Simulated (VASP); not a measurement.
Runs of VASP 6.6.1 on BN. It takes space group P6_3/mmc (No. 194, hexagonal). Conventional cell: a = 2.502 Å, b = 2.502 Å, c = 7.369 Å, α = 90.00°, β = 90.00°, γ = 120.00°. B (site symmetry -6m2) has 3 N at 1.44 Å within 1.9 Å. Within 1.9 Å of N (site symmetry -6m2) lie 3 B at 1.44 Å. 

| task | level | potentials or basis | cell | gap on the mesh (eV) | pressure (GPa) |
| --- | --- | --- | --- | --- | --- |
| electric field gradients | r2SCAN | VASP PAW PBE potentials, release 64 (B, N) | as given | 4.41 | 0.0 |
| relaxation of the atoms | PBE | VASP PAW PBE potentials, release 64 (B, N) | atoms relaxed | 3.90 | 3.2 |
| single point | PBE | VASP PAW PBE potentials, release 64 (B, N) | as given | 3.90 | 3.2 |
| electric field gradients | LDA | VASP PAW LDA potentials, release 64 (B, N) | as given | (a) | -3.4 |

Alike in all rows: no spin polarisation; k mesh 14 × 14 × 4; cutoff (eV) 520; smearing fermi-dirac 0.02 eV.

Problem. Estimate the missing entries.

Solution. (a) 3.70.

Caveats: this functional lacks dispersion, which binds the layers, so the pressure and a relaxed spacing across them are unreliable (some runs); the PAW data sets were made with another functional, which shifts forces and pressure a little (some runs); the relaxation stopped at its first step, so nothing moved (some runs).

A k mesh can miss the band edges.
